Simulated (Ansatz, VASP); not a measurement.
**WSe2 in VASP and in Ansatz**

The input INCAR:

```
PREC = Accurate
ENCUT = 520
EDIFF = 1E-7
ISMEAR = 0
SIGMA = 0.05
LREAL = False
LASPH = True
NELM = 80
ALGO = Normal
ISIF = 2
LWAVE = False
LCHARG = True
GGA = PS
LELF = True
LVHAR = True
NBANDS = 35
```

File KPOINTS:

```
regular mesh
0
Gamma
  9 9 2
```

The input POSCAR:

```
WSe2
1.0
   -3.2711504052      0.0000000000      0.0000000000
   -1.6355752026     -2.8328993505      0.0000000000
   -1.6354116451     -0.9442053535     13.2206689562
W Se
2 4
Direct
    0.0833583333      0.0833583333      0.7500000000
    0.5833416667      0.5833416667      0.2500000000
    0.2922087192      0.2922087192      0.1233861811
    0.4588920525      0.4588920525      0.6233861811
    0.2078079475      0.2078079475      0.3766138189
    0.3744912808      0.3744912808      0.8766138189
```

Input for Ansatz:

```yaml
crystal:
  lattice:
    - [-3.2711504052, 0.0, 0.0]
    - [-1.6355752026, -2.8328993505, 0.0]
    - [-1.6354116451, -0.9442053535, 13.2206689562]
  atoms:
    - { symbol: W, position: [0.0833583333, 0.0833583333, 0.75] }
    - { symbol: W, position: [0.5833416667, 0.5833416667, 0.25] }
    - { symbol: Se, position: [0.2922087192, 0.2922087192, 0.1233861811] }
    - { symbol: Se, position: [0.4588920525, 0.4588920525, 0.6233861811] }
    - { symbol: Se, position: [0.2078079475, 0.2078079475, 0.3766138189] }
    - { symbol: Se, position: [0.3744912808, 0.3744912808, 0.8766138189] }
basis:
  ecutwfc: 420
kpoints:
  mp_grid: { grid: [9, 9, 2] }
hamiltonian:
  xc: pbesol
scf:
  occupations: { method: gaussian, width: 0.05 }
output:
  forces: true
  stress: true
  eigenvalues: true
```

Alike in both runs: task single point; functional PBEsol; k mesh 9 × 9 × 2; occupations gaussian, width 0.05 eV; no spin polarisation.

|  | VASP | Ansatz |
| --- | --- | --- |
| version | VASP 6.6.1 | Ansatz 0.2.0 |
| potentials or method | VASP PAW PBE potentials, release 64 (W_sv, Se), cutoff 520 eV | scalar-relativistic, plane waves, PAW |
| valence electrons in the cell | 52 | 92 |

```tsv
	VASP	Ansatz	Ansatz less VASP
gap on the k mesh at the Fermi level (eV)	1.05	1.06	+0.004
least direct gap on the mesh (eV)	1.65	1.65	+0.003
pressure (GPa)	1.2	0.8	-0.42
traceless stress, the component that is largest in VASP (GPa)	1.41	1.30	-0.103
rms of the force components (eV/Å)	0.094	0.111	+0.0166
```

VASP's potentials were made for PBE, not for PBEsol. Atom by atom the forces differ by 0.029 eV/Å (rms over components). VASP's potentials hold 52 valence electrons a cell and Ansatz's 92, so a difference there can come from the potentials and not from the codes.

Spin-orbit coupling is off throughout.
